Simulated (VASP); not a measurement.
Here is a VASP 6.6.1 calculation.

The input POSCAR:

```
InSe
1.0
    4.0473290000      0.0000000000      0.0000000000
   -2.0236650000      3.5050900000      0.0000000000
    0.0000000000      0.0000000000     18.0520650000
In Se
4 4
Direct
    0.0000000000      0.0000000000      0.5773940000
    0.0000000000      0.0000000000      0.4226060000
    0.3333333333      0.6666666667      0.9226100000
    0.3333333333      0.6666666667      0.0773900000
    0.6666666667      0.3333333333      0.8530000000
    0.6666666667      0.3333333333      0.1470000000
    0.3333333333      0.6666666667      0.6470160000
    0.3333333333      0.6666666667      0.3529840000
```

INCAR.step1

```
PREC = Accurate
ENCUT = 520
ISMEAR = 0
SIGMA = 0.01
LREAL = F
LASPH = T
NELM = 60
NBANDS = 48
GGA = PE
ALGO = Normal
EDIFF = 1E-4
LWAVE = T
LCHARG = F
```

File INCAR.step2:

```
PREC = Accurate
ENCUT = 520
EDIFF = 1E-6
ISMEAR = 0
SIGMA = 0.01
LREAL = F
LASPH = T
NELM = 60
ALGO = Normal
ISIF = 2
LWAVE = F
LCHARG = F
METAGGA = R2SCAN
LMIXTAU = T
NBANDS = 48
ISTART = 1
```

KPOINTS

```
regular mesh
0
Gamma
  6 6 1
```

Potentials or basis: VASP PAW PBE potentials, release 64 (In_d, Se).

Command:

```console
$ cat potpaw_PBE.64/In_d/POTCAR potpaw_PBE.64/Se/POTCAR > POTCAR
$ cp INCAR.step1 INCAR
$ mpirun -np 1 vasp_std > vasp.out
$ cp INCAR.step2 INCAR
$ mpirun -np 1 vasp_std > vasp.out
```

(1) What does it give for the largest force?

(2) What does it give for the band gap on the k mesh?

(3) Predict the pressure.

## Answers

(1) 0.042 eV/Å.

(2) 1.13 eV.

(3) -0.1 GPa.

Caveat: the PAW data sets were made with another functional, which shifts forces and pressure a little; spin-orbit coupling is left out, which moves the levels of the heavy elements.
